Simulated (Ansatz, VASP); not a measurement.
Two plane-wave programs on CdHgS2

Contents of POSCAR:

```
CdHgS2
1.0
    4.2192778294      0.0000000000      0.0000000000
    0.0000000000      4.2192778294      0.0000000000
    0.0000000000      0.0000000000      5.9403673178
Cd Hg S
1 1 2
Direct
    0.0000000000      0.0000000000      0.0000000000
    0.5000000000      0.5000000000      0.5000000000
    0.5000000000      0.0000000000      0.2465115816
    0.0000000000      0.5000000000      0.7534884184
```

File INCAR.step1:

```
SYSTEM = CdHgS2
PREC = Accurate
ENCUT = 520
ISMEAR = 0
SIGMA = 0.01
LREAL = .False.
LASPH = .True.
NELM = 80
NBANDS = 26
GGA = PE
ALGO = Normal
EDIFF = 1E-4
LWAVE = .True.
LCHARG = .False.
```

INCAR.step2

```
SYSTEM = CdHgS2
PREC = Accurate
ENCUT = 520
EDIFF = 1E-6
ISMEAR = 0
SIGMA = 0.01
LREAL = .False.
LASPH = .True.
NELM = 80
ALGO = Normal
ISIF = 2
LWAVE = .False.
LCHARG = .True.
METAGGA = R2SCAN
LMIXTAU = .True.
LELF = .True.
LVHAR = .True.
NBANDS = 26
ISTART = 1
```

File KPOINTS:

```
Automatic mesh
0
Gamma
  8 8 6
  0 0 0
```

Input for Ansatz:

```yaml
crystal:
  lattice:
    - [4.2192778294, 0.0, 0.0]
    - [0.0, 4.2192778294, 0.0]
    - [0.0, 0.0, 5.9403673178]
  atoms:
    - { symbol: Cd, position: [0.0, 0.0, 0.0] }
    - { symbol: Hg, position: [0.5, 0.5, 0.5] }
    - { symbol: S, position: [0.5, 0.0, 0.2465115816] }
    - { symbol: S, position: [0.0, 0.5, 0.7534884184] }
basis:
  ecutwfc: 500
kpoints:
  mp_grid: { grid: [8, 8, 6] }
  band_path:
    path:
      - [[0.0, 0.0, 0.0], [0.0, 0.5, 0.0], [0.5, 0.5, 0.0], [0.0, 0.0, 0.0], [0.0, 0.0, 0.5], [0.0, 0.5, 0.5], [0.5, 0.5, 0.5], [0.0, 0.0, 0.5]]
      - [[0.0, 0.5, 0.0], [0.0, 0.5, 0.5]]
      - [[0.5, 0.5, 0.0], [0.5, 0.5, 0.5]]
    npoints: 14
hamiltonian:
  xc: r2scan
scf:
  occupations: { method: gaussian, width: 0.01 }
  n_extra_bands: 10
output:
  forces: true
  stress: true
  eigenvalues: true
  populations: true
  dos: { projected: true, de: 0.02, nscf_kmesh: { grid: [10, 10, 8] } }
  bader: true
  write_density: true
  write_potential: true
  elf: true
  volumetric_format: npy
```

Alike in both runs: task single point; functional r2SCAN; k mesh 8 × 8 × 6; occupations gaussian, width 0.01 eV; no spin polarisation.

```csv
,VASP,Ansatz
version,VASP 6.6.1,Ansatz 0.2.0
potentials or method,"VASP PAW PBE potentials, release 64 (Cd, Hg, S), cutoff 520 eV","scalar-relativistic, plane waves, PAW"
valence electrons in the cell,36,52
```

|  | VASP | Ansatz | Ansatz less VASP |
| --- | --- | --- | --- |
| gap on the k mesh at the Fermi level (eV) | 0.56 | 0.57 | +0.008 |
| least direct gap on the mesh (eV) | 0.56 | 0.57 | +0.008 |
| pressure (GPa) | -1.3 | -1.6 | -0.25 |

VASP's potentials were made for PBE, not for r2SCAN. VASP's potentials hold 36 valence electrons a cell and Ansatz's 52, so a difference there can come from the potentials and not from the codes.

Spin-orbit coupling is off throughout.
